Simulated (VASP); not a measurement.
# P in VASP: notebook

The runs below take P through single point, with PBEsol.

Program: VASP 6.6.1. These are calculated values, not measurements. Logs are shortened: lines on timing, memory, paths and dates and some standing lists are left out, and cuts for length are marked.

### 1 The cell of the first run

The cell holds a slab with vacuum, 4 atoms: a = 3.091 Å, b = 32.818 Å, c = 5.010 Å, α = 90.00°, β = 90.00°, γ = 90.00°.

### 2 Single point, PBEsol

INCAR reads:

```
  PREC = Accurate
  ENCUT = 520
  EDIFF = 1E-7
  ISMEAR = 0
  SIGMA = 0.05
  LREAL = F
  LASPH = T
  NELM = 60
  ALGO = Normal
  ISIF = 2
  LWAVE = F
  LCHARG = F
  GGA = PS
  NBANDS = 18
```

KPOINTS reads:

```
regular mesh
0
Gamma
  10 1 8
```

POSCAR reads:

```
P
1.0
    3.0907077748      0.0000000000      0.0000000000
    0.0000000000     32.8183934914      0.0000000000
    0.0000000000      0.0000000000      5.0103506894
P
4
Direct
    0.0000000000      0.9696876236      0.5826201292
    0.0000000000      0.0303123764      0.4173798708
    0.5000000000      0.0303123764      0.0826201292
    0.5000000000      0.9696876236      0.9173798708
```

Potentials or basis: VASP PAW PBE potentials, release 64 (P).

Launch:

```bash
> cat potpaw_PBE.64/P/POTCAR > POTCAR
> mpirun -np 1 vasp_std > vasp.out
```

OUTCAR:

```text
PREC = Accurate
   ENCUT = 520
   EDIFF = 1E-7
   ISMEAR = 0
   LREAL = F
   LASPH = T
   NELM = 60
   ISIF = 2
   GGA = PS

 ion  position               nearest neighbor table
   1  0.000  0.970  0.583-   2 2.15   4 2.28   4 2.28
   2  0.000  0.030  0.417-   1 2.15   3 2.28   3 2.28
   3  0.500  0.030  0.083-   4 2.15   2 2.28   2 2.28
   4  0.500  0.970  0.917-   3 2.15   1 2.28   1 2.28

  LATTYP: Found a simple orthorhombic cell.
 ALAT       =     3.0907077748
 B/A-ratio  =     1.6211013963
 C/A-ratio  =    10.6184071361

  Lattice vectors:

 A1 = (  -3.0907077748,   0.0000000000,   0.0000000000)
 A2 = (   0.0000000000,   0.0000000000,   5.0103506894)
 A3 = (   0.0000000000,  32.8183934914,   0.0000000000)

Analysis of symmetry for initial positions (statically):
=====================================================================
 Subroutine PRICEL returns:
 Original cell was already a primitive cell.

 Routine SETGRP: Setting up the symmetry group for a
 simple orthorhombic supercell.

 Subroutine GETGRP returns: Found  8 space group operations
 (whereof  4 operations were pure point group operations)
 out of a pool of  8 trial point group operations.

The static configuration has the point symmetry C_2h.
 The point group associated with its full space group is D_2h.

Analysis of symmetry for dynamics (positions and initial velocities):
=====================================================================
 Subroutine PRICEL returns:
 Original cell was already a primitive cell.

 Routine SETGRP: Setting up the symmetry group for a
 simple orthorhombic supercell.

 Subroutine GETGRP returns: Found  8 space group operations
 (whereof  4 operations were pure point group operations)
 out of a pool of  8 trial point group operations.

The dynamic configuration has the point symmetry C_2h.
 The point group associated with its full space group is D_2h.

 Subroutine INISYM returns: Found  8 space group operations
 (whereof  4 operations are pure point group operations),
 and found     1 'primitive' translations

----------------------------------------------------------------------------------------

                                     Primitive cell

  volume of cell :     508.2102

  direct lattice vectors                    reciprocal lattice vectors
[... 91 lines left out ...]
   EDIFF  = 0.1E-06   stopping-criterion for ELM
   LREAL  =      F    real-space projection
   EDIFFG = 0.1E-05   stopping-criterion for IOM
   NSW    =      0    number of steps for IOM
   IBRION =     -1    ionic relax: 0-MD 1-quasi-New 2-CG
   NFREE  =      0    steps in history (QN), initial steepest desc. (CG)
   ISIF   =      2    stress and relaxation
   ISYM   =      2    0-nonsym 1-usesym 2-fastsym
   POTIM  = 0.5000    time-step for ionic-motion
   TEBEG  =    0.0;   TEEND  =   0.0 temperature during run
   PSTRESS=    0.0 pullay stress
   NELECT =      20.0000    total number of electrons
   NUPDOWN=      -1.0000    fix difference up-down
   EMIN   =  10.00;   EMAX   =-10.00  energy-range for DOS
   EFERMI =   0.00;   METHOD = LEGACY
   ISMEAR =     0;   SIGMA  =   0.05  broadening in eV -4-tet -1-fermi 0-gaus
   EFERMI_NEDOS =   21; number of points for ismear=-14 and -15
   IALGO  =     38    algorithm
   IMIX   =      4    mixing-type and parameters
     AMIX     =   0.40;   BMIX     =  1.00
     AMIX_MAG =   1.60;   BMIX_MAG =  1.00
  volume/ion in A,a.u.               =     127.05       857.39
  Fermi-wavevector in a.u.,A,eV,Ry     =   0.556848  1.052291  4.218898  0.310080
  Thomas-Fermi vector in A             =   1.591191
   LORBIT       =      0    0 simple, 1 ext, 2 COOP (PROOUT), +10 PAW based schemes
   GGA     = PS    functional components
   LHFCALC =     F    Hartree Fock is set to
   AEXX    =    0.0000 exact exchange contribution
   IVDW    =     0    specifies the selected vdW correction
   LEPSILON=     F    determine dielectric tensor
   LRPA    =     F    only Hartree local field effects (RPA)
 non-spin polarized calculation
 Gauss-broadening in eV      SIGMA  =   0.05
  energy-cutoff  :      520.00
  volume of cell :      508.21
 maximum number of plane-waves:     13742
 NGX is ok and might be reduce to    24
   NGX = 11   NGY =123   NGZ = 19

 number of electron      20.0000005 magnetization

 Free energy of the ion-electron system (eV)
  ---------------------------------------------------
  ext. energy  EPLUGINS =         0.00000000
  ---------------------------------------------------
  free energy    TOTEN  =       -22.27327065 eV

  energy without entropy =      -22.27326785  energy(sigma->0) =      -22.27326925

 E-fermi :  -3.1814     XC(G=0):  -1.8354

 val. band max:       -3.2992656653   @ k =   0.0000   0.0000   0.0000
 cond. band min:      -3.0569535742   @ k =   0.3000   0.0000   0.0000
 fundamental gap:      0.2423120911
 Fermi energy:        -3.1814370218

 k-point     1 :       0.0000    0.0000    0.0000
  band No.  band energies     occupation
      1     -18.4987      2.00000
      2     -15.6562      2.00000
      3     -13.8426      2.00000
      4      -9.2364      2.00000
      5      -8.7536      2.00000
      6      -8.5237      2.00000
[... 481 lines left out ...]
      5      -8.5845      2.00000
      6      -8.5845      2.00000
[... 10 lines left out ...]
     17       2.9970      0.00000
     18       2.9970      0.00000

 [... further k-points ...]

------------------------ aborting loop because EDIFF is reached ----------------------------------------

  FORCE on cell =-STRESS in cart. coord.  units (eV):
  Direction    XX          YY          ZZ          XY          YZ          ZX
  --------------------------------------------------------------------------------------
  -------------------------------------------------------------------------------------
  Total        3.7805708      3.1158926     -6.3179057      0.0000000     -0.0000000      0.0000000
  in kB       11.9185817      9.8231252    -19.9177525      0.0000000     -0.0000000      0.0000000
  external PRESSURE =       0.6079848 kB  Pullay stress =       0.0000000 kB

 VOLUME and BASIS-vectors are now :
 -----------------------------------------------------------------------------
  energy-cutoff  :      520.00
  volume of cell :      508.21
      direct lattice vectors                 reciprocal lattice vectors
     3.090707775  0.000000000  0.000000000     0.323550485  0.000000000  0.000000000
     0.000000000 32.818393491  0.000000000     0.000000000  0.030470718  0.000000000
     0.000000000  0.000000000  5.010350689     0.000000000  0.000000000  0.199586828

 POSITION                                       TOTAL-FORCE (eV/Angst)
 -----------------------------------------------------------------------------------
      0.00000     31.82359      2.91913        -0.000000     -0.786930      1.732724
      0.00000      0.99480      2.09122         0.000000      0.786930     -1.732724
      1.54535      0.99480      0.41396         0.000000      0.786930      1.732724
      1.54535     31.82359      4.59639        -0.000000     -0.786930     -1.732724
 -----------------------------------------------------------------------------------
    total drift:                               -0.000000     -0.000000      0.000000

  FREE ENERGIE OF THE ION-ELECTRON SYSTEM (eV)
  ---------------------------------------------------
  free  energy   TOTEN  =       -22.2732706462 eV

  energy  without entropy=      -22.2732678466  energy(sigma->0) =      -22.27326925
```

stdout:

```text
POSCAR found type information on POSCAR P
 POSCAR found :  1 types and       4 ions
 scaLAPACK will be used
 -----------------------------------------------------------------------------
|                                                                             |
|                                                                             |
|     You enforced a specific xc type in the INCAR file but a different       |
|     I HOPE YOU KNOW WHAT YOU ARE DOING!                                     |
|                                                                             |
 -----------------------------------------------------------------------------

 LDA part: xc-table for (Slater+PW92), standard interpolation
 POSCAR, INCAR and KPOINTS ok, starting setup
 FFT: planning ... GRIDC
 FFT: planning ... GRID_SOFT
 FFT: planning ... GRID
 WAVECAR not read
 entering main loop
```

It took 3 min on 1 thread of Intel Xeon 6975P-C (Granite Rapids), shared host; peak memory 0.58 GiB.

Results:

```
Free energy            : -22.2733 eV
Largest force          : 1.903 eV/Å
Band gap on the k mesh : 0.24 eV (least direct gap 1.08 eV)
```

Forces in eV/Å, atoms in the order of the input:
```
P    0.000 -0.787  1.733
P    0.000  0.787 -1.733
P    0.000  0.787  1.733
P    0.000 -0.787 -1.733
```

Levels at points of the mesh, in eV from the valence-band top:
| k point | band 8 | band 9 | band 10 | band 11 | band 12 | band 13 |
| --- | --- | --- | --- | --- | --- | --- |
| (0.00, 0.00, 0.00) | -1.92 | -0.72 | 0.00 | 1.17 | 2.97 | 3.02 |
| (0.50, 0.00, 0.00) | -3.05 | -2.01 | -2.01 | 0.52 | 0.52 | 1.69 |
| (0.00, 0.00, 0.50) | -2.28 | -1.11 | -1.11 | 3.04 | 3.04 | 3.50 |
| (0.50, 0.00, 0.50) | -4.76 | -1.00 | -1.00 | 1.67 | 1.67 | 3.08 |

Caveat: the PAW data sets were made with another functional, which shifts forces and pressure a little.

### 3 Single point, PBEsol

This run uses another cell than the first one, of the same volume but with other edges.

INCAR reads:

```
SYSTEM = P
  PREC = Accurate
  ENCUT = 520
  EDIFF = 1E-6
  ISMEAR = 0
  SIGMA = 0.05
  LREAL = .FALSE.
  LASPH = .TRUE.
  NELM = 100
  ALGO = Normal
  ISIF = 2
  LWAVE = .FALSE.
  LCHARG = .TRUE.
  GGA = PS
  LELF = .TRUE.
  LVHAR = .TRUE.
  NBANDS = 18
```

KPOINTS reads:

```
regular mesh
0
G
  10 1 8
  0 0 0
```

POSCAR reads:

```
P
1.0
    3.3769327933      0.0000000000      0.0000000000
    0.0000000000     35.8576472711      0.0000000000
    0.0000000000      0.0000000000      4.1970020244
P
4
Direct
    0.0000000000      0.9696876236      0.5826201292
    0.0000000000      0.0303123764      0.4173798708
    0.5000000000      0.0303123764      0.0826201292
    0.5000000000      0.9696876236      0.9173798708
```

Potentials or basis: VASP PAW PBE potentials, release 64 (P).

Launch:

```bash
> cat potpaw_PBE.64/P/POTCAR > POTCAR
> mpirun -np 1 vasp_std > vasp.out
```

It took 3 min on 1 thread of Intel Xeon 6975P-C (Granite Rapids), shared host; peak memory 0.6 GiB.

Results (log left out):

* Free energy: -22.7509 eV
* Largest force: 0.802 eV/Å
* Band gap on the k mesh: 0.23 eV

Forces on the atoms (eV/Å):
```
P    0.000  0.386 -0.702
P    0.000 -0.386  0.702
P    0.000 -0.386 -0.702
P    0.000  0.386  0.702
```

Levels at points of the mesh, in eV from the valence-band top:
```tsv
k point	band 8	band 9	band 10	band 11	band 12	band 13
(0.00, 0.00, 0.00)	-2.66	-2.09	0.00	0.23	0.77	1.95
(0.50, 0.00, 0.00)	-2.79	-2.29	-2.29	1.36	1.36	1.81
(0.00, 0.00, 0.50)	-3.34	-0.94	-0.94	1.46	1.46	2.92
(0.50, 0.00, 0.50)	-5.28	-1.72	-1.72	1.89	1.89	5.18
```

Caveat: the PAW data sets were made with another functional, which shifts forces and pressure a little.
